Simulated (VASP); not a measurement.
Runs of VASP 6.6.1 on Ge. The structure is that of space group P6_3/mmc (No. 194), or close to it. The cells are those of the table. This isn't the form of Ge at room conditions, which is diamond.

```tsv
task	cell	k mesh	cutoff (eV)	gap on the mesh (eV)	pressure (GPa)
single point	a = 2.985, b = 2.985, c = 9.381 Å, angles 90.0, 90.0, 120.0°, 4 atoms	13 × 13 × 4	520	none	(a)
single point	a = 2.899, b = 2.899, c = 9.113 Å, angles 90.0, 90.0, 120.0°, 4 atoms	13 × 13 × 4	520	none	11.6
single point	a = 3.025, b = 3.025, c = 9.509 Å, angles 90.0, 90.0, 120.0°, 4 atoms	12 × 12 × 4	520	none	-0.1
single point	a = 2.943, b = 2.943, c = 9.249 Å, angles 90.0, 90.0, 120.0°, 4 atoms	13 × 13 × 4	520	none	6.8
relaxation of cell and atoms	relaxed from a = 3.008, b = 3.008, c = 9.823 Å, angles 90.0, 90.0, 120.0°, 4 atoms	12 × 12 × 4	600	none	0.0
```

Alike in all rows: level r2SCAN; potentials or basis VASP PAW PBE potentials, release 64 (Ge_d); no spin polarisation; smearing fermi-dirac 0.1 eV.

Q: Estimate the missing entries.

A: (a) 3.1.

Caveats: the PAW data sets were made with another functional, which shifts forces and pressure a little; the cell stands under pressure (at least some runs).

A k mesh can miss the band edges, and the runs leave out spin-orbit coupling on Ge.

A gap of «none» marks levels without a gap at the run's occupations.
